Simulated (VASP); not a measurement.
# NaTl2PF6 (Fm-3m) in VASP: density of states with PBEsol

Aim: the density of states of NaTl2PF6 with PBEsol.

Program: VASP 6.6.1. These are calculated values, not measurements. Logs are shortened: lines on timing, memory, paths and dates and some standing lists are left out, and cuts for length are marked.

## 1. The cell of the first run

Symmetry: Fm-3m, No. 225, cubic system. The conventional cell has a = 8.638 Å, b = 8.638 Å, c = 8.638 Å, α = 90.00°, β = 90.00°, γ = 90.00°. Tl (site symmetry -43m) has 12 F at 3.06 Å and 4 Na at 3.74 Å and 4 P at 3.74 Å within 4.0 Å. Within 2.7 Å of F (site symmetry 4mm) lie 1 P at 2.03 Å and 1 Na at 2.29 Å. Na (site symmetry m-3m) has 6 F at 2.29 Å within 3.0 Å. Within 2.7 Å of P (site symmetry m-3m) lie 6 F at 2.03 Å.

## 2. Density of states, PBEsol

Input file POSCAR:

```
NaTl2PF6
1.0
    0.0000000000      4.3191200000      4.3191200000
    4.3191200000      0.0000000000      4.3191200000
    4.3191200000      4.3191200000      0.0000000000
Tl F Na P
2 6 1 1
Direct
    0.2500000000      0.2500000000      0.2500000000
    0.7500000000      0.7500000000      0.7500000000
    0.7650000000      0.2350000000      0.2350000000
    0.2350000000      0.7650000000      0.2350000000
    0.2350000000      0.7650000000      0.7650000000
    0.7650000000      0.2350000000      0.7650000000
    0.2350000000      0.2350000000      0.7650000000
    0.7650000000      0.7650000000      0.2350000000
    0.5000000000      0.5000000000      0.5000000000
    0.0000000000      0.0000000000      0.0000000000
```

Input file INCAR.step1:

```
  ALGO = Normal
  EDIFF = 1E-6
  ENCUT = 520
  GGA = PS
  ISIF = 2
  ISMEAR = -1
  LASPH = True
  LCHARG = True
  LREAL = False
  LWAVE = False
  NBANDS = 51
  NELM = 80
  PREC = Accurate
  SIGMA = 0.1
```

Input file KPOINTS.step1:

```
k-points
0
Gamma
  5 5 5
```

Input file INCAR.step2:

```
  ALGO = Normal
  EDIFF = 1E-6
  ENCUT = 520
  GGA = PS
  ICHARG = 11
  ISIF = 2
  ISMEAR = -5
  LASPH = True
  LCHARG = False
  LORBIT = 10
  LREAL = False
  LWAVE = False
  NEDOS = 2001
  NELM = 80
  PREC = Accurate
  SIGMA = 0.1
```

Input file KPOINTS.step2:

```
k-points
0
Gamma
  8 8 8
```

Potentials or basis: VASP PAW PBE potentials, release 64 (Tl_d, F, Na_pv, P).

Started as:

```console
$ cat potpaw_PBE.64/Tl_d/POTCAR potpaw_PBE.64/F/POTCAR potpaw_PBE.64/Na_pv/POTCAR potpaw_PBE.64/P/POTCAR > POTCAR
$ cp INCAR.step1 INCAR
$ cp KPOINTS.step1 KPOINTS
$ mpirun -np 1 vasp_std > vasp.out
$ cp INCAR.step2 INCAR
$ cp KPOINTS.step2 KPOINTS
$ mpirun -np 1 vasp_std > vasp.out
```

OUTCAR:

```text
EDIFF = 1E-6
   ENCUT = 520
   GGA = PS
   ICHARG = 11
   ISIF = 2
   ISMEAR = -5
   LASPH = True
   LORBIT = 10
   LREAL = False
   NELM = 80
   PREC = Accurate

 ion  position               nearest neighbor table
   1  0.250  0.250  0.250-
   2  0.750  0.750  0.750-
   3  0.765  0.235  0.235-  10 2.03   9 2.29
   4  0.235  0.765  0.235-  10 2.03   9 2.29
   5  0.235  0.765  0.765-  10 2.03   9 2.29
   6  0.765  0.235  0.765-  10 2.03   9 2.29
   7  0.235  0.235  0.765-  10 2.03   9 2.29
   8  0.765  0.765  0.235-  10 2.03   9 2.29
   9  0.500  0.500  0.500-   3 2.29   4 2.29   5 2.29   6 2.29   7 2.29   8 2.29
  10  0.000  0.000  0.000-   3 2.03   4 2.03   5 2.03   6 2.03   7 2.03   8 2.03

  LATTYP: Found a face centered cubic cell.
 ALAT       =     8.6382400000

  Lattice vectors:

 A1 = (   0.0000000000,   4.3191200000,   4.3191200000)
 A2 = (   4.3191200000,   0.0000000000,   4.3191200000)
 A3 = (   4.3191200000,   4.3191200000,   0.0000000000)

Analysis of symmetry for initial positions (statically):
=====================================================================
 Subroutine PRICEL returns:
 Original cell was already a primitive cell.

 Routine SETGRP: Setting up the symmetry group for a
 face centered cubic supercell.

 Subroutine GETGRP returns: Found 48 space group operations
 (whereof 48 operations were pure point group operations)
 out of a pool of 48 trial point group operations.

The static configuration has the point symmetry O_h .

Analysis of symmetry for dynamics (positions and initial velocities):
=====================================================================
 Subroutine PRICEL returns:
 Original cell was already a primitive cell.

 Routine SETGRP: Setting up the symmetry group for a
 face centered cubic supercell.

 Subroutine GETGRP returns: Found 48 space group operations
 (whereof 48 operations were pure point group operations)
 out of a pool of 48 trial point group operations.

The dynamic configuration has the point symmetry O_h .

 Subroutine INISYM returns: Found 48 space group operations
 (whereof 48 operations are pure point group operations),
 and found     1 'primitive' translations

[... 123 lines left out ...]
   NELECT =      80.0000    total number of electrons
   NUPDOWN=      -1.0000    fix difference up-down
   EMIN   =  10.00;   EMAX   =-10.00  energy-range for DOS
   EFERMI =   0.00;   METHOD = LEGACY
   ISMEAR =    -5;   SIGMA  =   0.10  broadening in eV -4-tet -1-fermi 0-gaus
   EFERMI_NEDOS =   21; number of points for ismear=-14 and -15
   IALGO  =     38    algorithm
   IMIX   =      4    mixing-type and parameters
     AMIX     =   0.40;   BMIX     =  1.00
     AMIX_MAG =   1.60;   BMIX_MAG =  1.00
  volume/ion in A,a.u.               =      16.11       108.75
  Fermi-wavevector in a.u.,A,eV,Ry     =   1.296282  2.449618 22.862516  1.680348
  Thomas-Fermi vector in A             =   2.427748
   LORBIT       =     10    0 simple, 1 ext, 2 COOP (PROOUT), +10 PAW based schemes
   GGA     = PS    functional components
   LHFCALC =     F    Hartree Fock is set to
   AEXX    =    0.0000 exact exchange contribution
   IVDW    =     0    specifies the selected vdW correction
   LEPSILON=     F    determine dielectric tensor
   LRPA    =     F    only Hartree local field effects (RPA)
 non-spin polarized calculation
 Fermi weights with tetrahedron method with Bloechl corrections
  energy-cutoff  :      520.00
  volume of cell :      161.14
 maximum number of plane-waves:      4364
 NGX is ok and might be reduce to    48

 number of electron      80.0000030 magnetization

 Free energy of the ion-electron system (eV)
  ---------------------------------------------------
  ext. energy  EPLUGINS =         0.00000000
  ---------------------------------------------------
  free energy    TOTEN  =       -44.02776290 eV

  energy without entropy =      -44.02776290  energy(sigma->0) =      -44.02776290

 E-fermi :   1.7654     XC(G=0):  -9.6166

 val. band max:        1.7592987160   @ k =  -0.2500   0.5000   0.2500
 cond. band min:       5.1354139731   @ k =  -0.2500   0.5000   0.2500
 fundamental gap:      3.3761152571
 Fermi energy:         1.7654271743

 k-point     1 :       0.0000    0.0000    0.0000
  band No.  band energies     occupation
      1     -20.6146      2.00000
      2     -20.2297      2.00000
      3     -20.2297      2.00000
      4     -20.2297      2.00000
      5     -19.9168      2.00000
      6     -19.9168      2.00000
[... 1213 lines left out ...]
     47       7.5578      0.00000
     48       7.9203      0.00000

 [... further k-points ...]
[... 5 lines left out ...]
  --------------------------------------------------------------------------------------
  -------------------------------------------------------------------------------------
  Total       -3.3262978     -3.3262978     -3.3262978      0.0000000     -0.0000000      0.0000000
  in kB      -33.0716534    -33.0716534    -33.0716534      0.0000000     -0.0000000      0.0000000
  external PRESSURE =     -33.0716534 kB  Pullay stress =       0.0000000 kB

 VOLUME and BASIS-vectors are now :
 -----------------------------------------------------------------------------
  energy-cutoff  :      520.00
  volume of cell :      161.14
      direct lattice vectors                 reciprocal lattice vectors
     0.000000000  4.319120000  4.319120000    -0.115764322  0.115764322  0.115764322
     4.319120000  0.000000000  4.319120000     0.115764322 -0.115764322  0.115764322
     4.319120000  4.319120000  0.000000000     0.115764322  0.115764322 -0.115764322

 POSITION                                       TOTAL-FORCE (eV/Angst)
 -----------------------------------------------------------------------------------
      2.15956      2.15956      2.15956        -0.000000     -0.000000      0.000000
      6.47868      6.47868      6.47868         0.000000      0.000000     -0.000000
      2.02999      4.31912      4.31912        -0.567799      0.000000      0.000000
      4.31912      2.02999      4.31912        -0.000000     -0.567799      0.000000
      6.60825      4.31912      4.31912         0.567799      0.000000      0.000000
      4.31912      6.60825      4.31912        -0.000000      0.567799      0.000000
      4.31912      4.31912      2.02999        -0.000000      0.000000     -0.567799
      4.31912      4.31912      6.60825        -0.000000      0.000000      0.567799
      4.31912      4.31912      4.31912        -0.000000      0.000000      0.000000
      0.00000      0.00000      0.00000        -0.000000      0.000000      0.000000
 -----------------------------------------------------------------------------------
    total drift:                               -0.000000     -0.000000      0.000000

  FREE ENERGIE OF THE ION-ELECTRON SYSTEM (eV)
  ---------------------------------------------------
  free  energy   TOTEN  =       -44.0277628982 eV

  energy  without entropy=      -44.0277628982  energy(sigma->0) =      -44.02776290

 total charge

# of ion       s       p       d       tot
------------------------------------------
    1        1.327   0.071   9.674  11.072
    2        1.327   0.071   9.674  11.072
    3        1.742   4.294   0.000   6.036
    4        1.742   4.294   0.000   6.036
    5        1.742   4.294   0.000   6.036
    6        1.742   4.294   0.000   6.036
    7        1.742   4.294   0.000   6.036
    8        1.742   4.294   0.000   6.036
    9        0.044   5.991   0.000   6.035
   10        1.342   0.709   0.000   2.051
--------------------------------------------------
tot         14.492  32.604  19.347  66.443
```

OUTCAR.step1:

```text
EDIFF = 1E-6
   ENCUT = 520
   GGA = PS
   ISIF = 2
[... 776 lines left out ...]
      4.31912      4.31912      2.02999         0.000000     -0.000000     -0.567973
      4.31912      4.31912      6.60825         0.000000     -0.000000      0.567973
      4.31912      4.31912      4.31912         0.000000     -0.000000      0.000000
      0.00000      0.00000      0.00000         0.000000     -0.000000     -0.000000
 -----------------------------------------------------------------------------------
    total drift:                               -0.000000     -0.000000     -0.000000

  FREE ENERGIE OF THE ION-ELECTRON SYSTEM (eV)
  ---------------------------------------------------
  free  energy   TOTEN  =       -44.0276692971 eV

  energy  without entropy=      -44.0276691830  energy(sigma->0) =      -44.02766924
```

It took 3.6 min on 1 thread of Intel Xeon Platinum 8488C (Sapphire Rapids), shared host; peak memory 0.41 GiB.

Results:

| Quantity | Value |
| --- | --- |
| Valence electrons inside the program's atomic spheres | Tl 11.07; F 6.04; Na 6.04; P 2.05 |

Levels at points of the mesh, in eV from the valence-band top:
| k point | band 38 | band 39 | band 40 | band 41 | band 42 | band 43 |
| --- | --- | --- | --- | --- | --- | --- |
| (0.00, 0.00, 0.00) | -2.53 | -2.53 | -0.45 | 4.44 | 4.44 | 4.44 |
| (0.50, 0.00, 0.00) | -1.86 | -1.64 | -0.06 | 3.53 | 4.59 | 4.59 |
| (0.50, 0.50, 0.00) | -1.51 | -1.41 | -0.04 | 3.38 | 3.81 | 3.81 |

Caveat: the PAW data sets were made with another functional, which shifts forces and pressure a little; spin-orbit coupling is left out, which moves the levels of the heavy elements.
